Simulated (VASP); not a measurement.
**B: single point with PBEsol**

Crystal: B.

```
CELL_PARAMETERS angstrom
-1.31514 1.31514 1.31514
1.31514 -1.31514 1.31514
1.31514 1.31514 -1.31514
ATOMIC_POSITIONS crystal
B 0.00000 0.00000 0.00000
```

This cell differs from its parent crystal: Al replaced by B, lengths x 0.817, strained.

```json
{
 "Program": "VASP 6.6.1",
 "Task": "single point",
 "Functional": "PBEsol",
 "Potentials or basis": "VASP PAW PBE potentials, release 64 (B)",
 "Cutoff": "500 eV",
 "k mesh": "10 × 10 × 10",
 "Occupations": "gaussian, width 0.1 eV",
 "Spin": "no spin polarisation",
 "Dipole correction": "no",
 "Further INCAR settings": "ALGO = Normal; EDIFF = 1e-06; NBANDS = 8"
}
```

```json
{
 "Pressure": "-38.3 GPa"
}
```

Levels at points of the mesh, in eV from the Fermi level:
| k point | band 1 | band 2 | band 3 | band 4 | band 5 |
| --- | --- | --- | --- | --- | --- |
| (0.00, 0.00, 0.00) | -14.06 | 11.25 | 11.25 | 11.25 | 27.56 |
| (0.50, 0.00, 0.00) | -5.89 | -4.04 | 6.64 | 9.55 | 18.83 |
| (0.50, 0.50, 0.50) | 0.89 | 0.89 | 0.89 | 5.68 | 9.80 |

Wall time 1.5 s on 1 thread of Intel(R) Xeon(R) 6975P-C (Granite Rapids), with other jobs on the host, peak memory 0.11 GiB.

Caveat: the cell differs from its parent crystal (Al replaced by B, lengths x 0.817, strained); the PAW data sets were made with another functional, which shifts forces and pressure a little.
